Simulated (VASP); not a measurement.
# PbS (Immm) in VASP: single point with PBEsol

Aim: the single point of PbS with PBEsol.

All numbers are computed with VASP 6.6.1; they aren't measurements. Logs are shortened: lines on timing, memory, paths and dates and some standing lists are left out, and cuts for length are marked.

### Step 1. The cell of the first run

It takes space group Immm (No. 71, orthorhombic). Conventional cell: a = 4.142 Å, b = 4.216 Å, c = 5.963 Å, α = 90.00°, β = 90.00°, γ = 90.00°. Pb (site symmetry mmm) has 6 S at 2.96 to 2.98 Å within 3.9 Å. S (site symmetry mmm) has 6 Pb at 2.96 to 2.98 Å within 3.9 Å.

### Step 2. Single point, PBEsol

INCAR reads:

```
SYSTEM = PbS
  PREC = Accurate
  ENCUT = 500
  EDIFF = 1E-6
  ISMEAR = 0
  SIGMA = 0.01
  LREAL = .False.
  LASPH = .True.
  NELM = 120
  ALGO = Normal
  ISIF = 2
  LWAVE = .False.
  LCHARG = .False.
  GGA = PS
  NBANDS = 17
  GGA_COMPAT = .False.
```

KPOINTS reads:

```
Automatic mesh
0
Gamma
  4 4 4
  0 0 0
```

POSCAR reads:

```
PbS
1.0
   -0.0261534968      2.9552510978      2.9814045946
    2.9552510978     -0.0261534968      2.9814045946
    2.9290976010      2.9290976010      0.0000000000
Pb S
1 1
Direct
    0.0000000000      0.0000000000      0.0000000000
    0.5000000000      0.5000000000      0.5000000000
```

Potentials or basis: VASP PAW PBE potentials, release 64 (Pb_d, S).

The run is started by

```bash
$ cat potpaw_PBE.64/Pb_d/POTCAR potpaw_PBE.64/S/POTCAR > POTCAR
$ mpirun -np 1 vasp_std > vasp.out
```

OUTCAR:

```text
SYSTEM = PbS
   PREC = Accurate
   ENCUT = 500
   EDIFF = 1E-6
   ISMEAR = 0
   LREAL = .False.
   LASPH = .True.
   NELM = 120
   ISIF = 2
   GGA = PS

 ion  position               nearest neighbor table
   1  0.000  0.000  0.000-   2 2.96   2 2.96   2 2.96   2 2.96   2 2.98   2 2.98
   2  0.500  0.500  0.500-   1 2.96   1 2.96   1 2.96   1 2.96   1 2.98   1 2.98

  LATTYP: Found a body centered orthorhombic cell.
 ALAT       =     4.1423695528
 B/A-ratio  =     1.0178577162
 C/A-ratio  =     1.4394681868

  Lattice vectors:

 A1 = (   0.0261534968,  -2.9552510978,  -2.9814045946)
 A2 = (  -0.0261534968,   2.9552510978,  -2.9814045946)
 A3 = (   2.9552510978,  -0.0261534968,   2.9814045946)

Analysis of symmetry for initial positions (statically):
=====================================================================
 Subroutine PRICEL returns:
 Original cell was already a primitive cell.

 Routine SETGRP: Setting up the symmetry group for a
 body centered orthorhombic supercell.

 Subroutine GETGRP returns: Found  8 space group operations
 (whereof  8 operations were pure point group operations)
 out of a pool of  8 trial point group operations.

The static configuration has the point symmetry D_2h.

Analysis of symmetry for dynamics (positions and initial velocities):
=====================================================================
 Subroutine PRICEL returns:
 Original cell was already a primitive cell.

 Routine SETGRP: Setting up the symmetry group for a
 body centered orthorhombic supercell.

 Subroutine GETGRP returns: Found  8 space group operations
 (whereof  8 operations were pure point group operations)
 out of a pool of  8 trial point group operations.

The dynamic configuration has the point symmetry D_2h.

 Subroutine INISYM returns: Found  8 space group operations
 (whereof  8 operations are pure point group operations),
 and found     1 'primitive' translations

----------------------------------------------------------------------------------------

                                     Primitive cell

  volume of cell :      52.0722

  direct lattice vectors                    reciprocal lattice vectors
    -0.026153497  2.955251098  2.981404595    -0.167706188  0.167706188  0.167706188
     2.955251098 -0.026153497  2.981404595     0.167706188 -0.167706188  0.167706188
     2.929097601  2.929097601  0.000000000     0.170701038  0.170701038 -0.167706188

  length of vectors
[... 73 lines left out ...]
   ENCUT  =  500.0 eV  36.75 Ry    6.06 a.u.   7.65  7.65  7.55*2*pi/ulx,y,z
   NELM   =    120;   NELMIN=  2; NELMDL= -5     # of ELM steps
   EDIFF  = 0.1E-05   stopping-criterion for ELM
   LREAL  =      F    real-space projection
   EDIFFG = 0.1E-04   stopping-criterion for IOM
   NSW    =      0    number of steps for IOM
   IBRION =     -1    ionic relax: 0-MD 1-quasi-New 2-CG
   NFREE  =      0    steps in history (QN), initial steepest desc. (CG)
   ISIF   =      2    stress and relaxation
   ISYM   =      2    0-nonsym 1-usesym 2-fastsym
   POTIM  = 0.5000    time-step for ionic-motion
   TEBEG  =    0.0;   TEEND  =   0.0 temperature during run
   PSTRESS=    0.0 pullay stress
   NELECT =      20.0000    total number of electrons
   NUPDOWN=      -1.0000    fix difference up-down
   EMIN   =  10.00;   EMAX   =-10.00  energy-range for DOS
   EFERMI =   0.00;   METHOD = LEGACY
   ISMEAR =     0;   SIGMA  =   0.01  broadening in eV -4-tet -1-fermi 0-gaus
   EFERMI_NEDOS =   21; number of points for ismear=-14 and -15
   IALGO  =     38    algorithm
   IMIX   =      4    mixing-type and parameters
     AMIX     =   0.40;   BMIX     =  1.00
     AMIX_MAG =   1.60;   BMIX_MAG =  1.00
  volume/ion in A,a.u.               =      26.04       175.70
  Fermi-wavevector in a.u.,A,eV,Ry     =   1.190007  2.248788 19.267445  1.416117
  Thomas-Fermi vector in A             =   2.326102
   LORBIT       =      0    0 simple, 1 ext, 2 COOP (PROOUT), +10 PAW based schemes
   GGA     = PS    functional components
   LHFCALC =     F    Hartree Fock is set to
   AEXX    =    0.0000 exact exchange contribution
   IVDW    =     0    specifies the selected vdW correction
   LEPSILON=     F    determine dielectric tensor
   LRPA    =     F    only Hartree local field effects (RPA)
 non-spin polarized calculation
 Gauss-broadening in eV      SIGMA  =   0.01
  energy-cutoff  :      500.00
  volume of cell :       52.07
 maximum number of plane-waves:      1335
 NGX is ok and might be reduce to    32
   NGX = 15   NGY = 15   NGZ = 15

 number of electron      20.0000004 magnetization

 Free energy of the ion-electron system (eV)
  ---------------------------------------------------
  ext. energy  EPLUGINS =         0.00000000
  ---------------------------------------------------
  free energy    TOTEN  =        -9.43983018 eV

  energy without entropy =       -9.43983018  energy(sigma->0) =       -9.43983018

 E-fermi :   5.8675     XC(G=0):  -9.8978

 val. band max:        5.7515574468   @ k =   0.5000  -0.0000   0.0000
 cond. band min:       5.9141052031   @ k =  -0.0000  -0.0000   0.5000
 fundamental gap:      0.1625477563
 Fermi energy:         5.8674505995

 k-point     1 :       0.0000    0.0000    0.0000
  band No.  band energies     occupation
      1     -11.0338      2.00000
      2     -11.0334      2.00000
      3     -11.0322      2.00000
      4     -11.0200      2.00000
      5     -11.0166      2.00000
      6      -7.9091      2.00000
[... 337 lines left out ...]
      4     -11.0139      2.00000
      5     -10.9652      2.00000
      6      -6.1350      2.00000
[... 9 lines left out ...]
     16      17.6514      0.00000
     17      18.1325      0.00000

------------------------ aborting loop because EDIFF is reached ----------------------------------------

  FORCE on cell =-STRESS in cart. coord.  units (eV):
  Direction    XX          YY          ZZ          XY          YZ          ZX
  --------------------------------------------------------------------------------------
  -------------------------------------------------------------------------------------
  Total       -0.0953303     -0.0953303     -0.4821136      0.1269507      0.0000000     -0.0000000
  in kB       -2.9331594     -2.9331594    -14.8338630      3.9060696      0.0000000     -0.0000000
  external PRESSURE =      -6.9000606 kB  Pullay stress =       0.0000000 kB

 VOLUME and BASIS-vectors are now :
 -----------------------------------------------------------------------------
  energy-cutoff  :      500.00
  volume of cell :       52.07
      direct lattice vectors                 reciprocal lattice vectors
    -0.026153497  2.955251098  2.981404595    -0.167706188  0.167706188  0.167706188
     2.955251098 -0.026153497  2.981404595     0.167706188 -0.167706188  0.167706188
     2.929097601  2.929097601  0.000000000     0.170701038  0.170701038 -0.167706188

 POSITION                                       TOTAL-FORCE (eV/Angst)
 -----------------------------------------------------------------------------------
      0.00000      0.00000      0.00000         0.000000      0.000000      0.000000
      2.92910      2.92910      2.98140        -0.000000      0.000000      0.000000
 -----------------------------------------------------------------------------------
    total drift:                                0.000000     -0.000000     -0.000000

  FREE ENERGIE OF THE ION-ELECTRON SYSTEM (eV)
  ---------------------------------------------------
  free  energy   TOTEN  =        -9.4398301768 eV

  energy  without entropy=       -9.4398301768  energy(sigma->0) =       -9.43983018
```

OSZICAR:

```text
N       E                     dE             d eps       ncg     rms          rms(c)
DAV:   1     0.153295555735E+03    0.15330E+03   -0.95183E+03   612   0.120E+03
DAV:   2     0.117174412825E+01   -0.15212E+03   -0.14677E+03   702   0.305E+02
DAV:   3    -0.957505136348E+01   -0.10747E+02   -0.10640E+02   783   0.859E+01
DAV:   4    -0.983351276266E+01   -0.25846E+00   -0.25821E+00   790   0.151E+01
DAV:   5    -0.984363499877E+01   -0.10122E-01   -0.10122E-01   876   0.285E+00    0.432E+00
DAV:   6    -0.944374107009E+01    0.39989E+00   -0.12099E+00   968   0.754E+00    0.295E+00
DAV:   7    -0.944032412378E+01    0.34169E-02   -0.10338E-01   782   0.164E+00    0.161E+00
DAV:   8    -0.944002184864E+01    0.30228E-03   -0.11052E-02   758   0.105E+00    0.184E-01
DAV:   9    -0.943976059020E+01    0.26126E-03   -0.22027E-03  1006   0.355E-01    0.746E-02
DAV:  10    -0.943983073540E+01   -0.70145E-04   -0.17640E-04   736   0.812E-02    0.386E-02
DAV:  11    -0.943983013454E+01    0.60085E-06   -0.16649E-05   860   0.412E-02    0.822E-03
DAV:  12    -0.943983017678E+01   -0.42241E-07   -0.85538E-07   572   0.122E-02
   1 F= -.94398302E+01 E0= -.94398302E+01  d E =-.621148E-13
```

stdout:

```text
POSCAR found type information on POSCAR PbS
 POSCAR found :  2 types and       2 ions
 scaLAPACK will be used
 -----------------------------------------------------------------------------
|                                                                             |
|                                                                             |
|     You enforced a specific xc type in the INCAR file but a different       |
|     I HOPE YOU KNOW WHAT YOU ARE DOING!                                     |
|                                                                             |
 -----------------------------------------------------------------------------

 LDA part: xc-table for (Slater+PW92), standard interpolation
 POSCAR, INCAR and KPOINTS ok, starting setup
 FFT: planning ... GRIDC
 FFT: planning ... GRID_SOFT
 FFT: planning ... GRID
 WAVECAR not read
 entering main loop
```

Run time: 18 s. Hardware: 1 thread of Intel Xeon 8259CL, shared host; peak memory 0.18 GiB.

Results:

| Quantity | Value |
| --- | --- |
| Free energy | -9.4398 eV |
| Pressure | -0.7 GPa |
| Band gap on the k mesh | 0.16 eV (least direct gap 0.24 eV) |

Stress tensor (GPa, compression positive):
```
-0.29  0.39  0.00
 0.39 -0.29  0.00
 0.00  0.00 -1.48
```

Caveat: the k points lie up to 0.46 Å⁻¹ apart; the PAW data sets were made with another functional, which shifts forces and pressure a little; spin-orbit coupling is left out, which moves the levels of the heavy elements. A k mesh can miss the band edges.
